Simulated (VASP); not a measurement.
Write the native input for VASP 6.6.1 that does the following.

```yaml
Task: density of states
Functional: PBE
Potentials_or_basis: VASP PAW PBE potentials, release 64 (Si, B)
Cutoff: 520 eV
k_mesh: 12 × 12 × 4
Occupations: gaussian, width 0.1 eV
Spin: no spin polarisation
Dipole_correction: no
k_mesh_for_the_DOS: 18 × 18 × 6
Occupations_for_the_DOS: tetrahedron
Further_INCAR_settings: ALGO = Normal; EDIFF = 1e-06
```

The system is SiB5.

```xyz
6
Lattice="2.8310 0.0000 0.0000 -1.4155 2.4517 0.0000 0.0000 0.0000 7.3627" Properties=species:S:1:pos:R:3 pbc="T T T"
Si    1.4155    0.8172    3.6813
B     0.0000    1.6345    0.9127
B     0.0000    1.6345    6.4500
B     1.4155    0.8172    5.7192
B     1.4155    0.8172    1.6435
B     1.4155    0.8172    0.0000
```

These files were run (other wordings do the same):

POSCAR

```
SiB5
1.0
    2.8309527766      0.0000000000      0.0000000000
   -1.4154763883      2.4516770214      0.0000000000
    0.0000000000      0.0000000000      7.3626714502
Si B
1 5
Direct
    0.6666666667      0.3333333333      0.5000000000
    0.3333333333      0.6666666667      0.1239631220
    0.3333333333      0.6666666667      0.8760368780
    0.6666666667      0.3333333333      0.7767786355
    0.6666666667      0.3333333333      0.2232213645
    0.6666666667      0.3333333333      0.0000000000
```

INCAR.step1

```
SYSTEM = SiB5
  PREC = Accurate
  ENCUT = 520
  EDIFF = 1E-6
  ISMEAR = 0
  SIGMA = 0.1
  LREAL = .False.
  LASPH = .True.
  NELM = 60
  ALGO = Normal
  ISIF = 2
  LWAVE = .False.
  LCHARG = .True.
  GGA = PE
  NBANDS = 18
```

KPOINTS.step1

```
Automatic mesh
0
Gamma
  12 12 4
  0 0 0
```

INCAR.step2

```
SYSTEM = SiB5
  PREC = Accurate
  ENCUT = 520
  EDIFF = 1E-6
  ISMEAR = -5
  SIGMA = 0.1
  LREAL = .False.
  LASPH = .True.
  NELM = 60
  ALGO = Normal
  ISIF = 2
  LWAVE = .False.
  LCHARG = .False.
  GGA = PE
  LORBIT = 10
  NEDOS = 1001
  ICHARG = 11
```

KPOINTS.step2

```
Automatic mesh
0
Gamma
  18 18 6
  0 0 0
```

Potentials or basis: VASP PAW PBE potentials, release 64 (Si, B).

Launch:

```sh
$ cat potpaw_PBE.64/Si/POTCAR potpaw_PBE.64/B/POTCAR > POTCAR
$ cp INCAR.step1 INCAR
$ cp KPOINTS.step1 KPOINTS
$ mpirun -np 1 vasp_std > vasp.out
$ cp INCAR.step2 INCAR
$ cp KPOINTS.step2 KPOINTS
$ mpirun -np 1 vasp_std > vasp.out
```

It gave:

* Valence electrons inside the program's atomic spheres: Si 1.59; B 2.02, 1.98, 2.05

Wall time 80 s on 1 thread of Oxide Virtual Turin-like Processor, with other jobs on the host, peak memory 0.19 GiB.
